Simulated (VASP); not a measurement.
ZnSbO2, 8 atoms in the cell. Symmetry: P6_3/mmc, No. 194, hexagonal system. Conventional cell: a = 3.571 Å, b = 3.571 Å, c = 12.347 Å, α = 90.00°, β = 90.00°, γ = 120.00°. Zn (site symmetry -3m) has 6 O at 2.29 Å within 3.0 Å. Sb (site symmetry -6m2) has 2 O at 2.08 Å within 2.8 Å. O (site symmetry 3m) has 1 Sb at 2.08 Å and 3 Zn at 2.29 Å within 2.8 Å. 

| Quantity | Value |
| --- | --- |
| Program | VASP 6.6.1 |
| Task | relaxation of cell and atoms |
| Functional | PBE |
| Potentials or basis | VASP PAW PBE potentials, release 64 (Zn, Sb, O) |
| Cutoff | 600 eV |
| k mesh | 6 × 6 × 2 |
| Occupations | gaussian, width 0.1 eV |
| Spin | no spin polarisation |
| Dipole correction | no |
| Further INCAR settings | ALGO = Normal; EDIFF = 1e-07; IBRION = 2; EDIFFG = -0.04; NSW = 90; ISIF = 3 |

Potentials or basis: VASP PAW PBE potentials, release 64 (Zn, Sb, O).

Command:

```console
$ cat potpaw_PBE.64/Zn/POTCAR potpaw_PBE.64/Sb/POTCAR potpaw_PBE.64/O/POTCAR > POTCAR
$ mpirun -np 1 vasp_std > vasp.out
```

Hardware: 1 thread of Oxide Virtual Turin-like Processor, on a shared host.

Question: Estimate the wall time of this run.

Answer: It took 11 min on 1 thread of Oxide Virtual Turin-like Processor, on a shared host, peak memory 0.3 GiB. Counts: scf iterations 82, k points 14, ion steps 7.
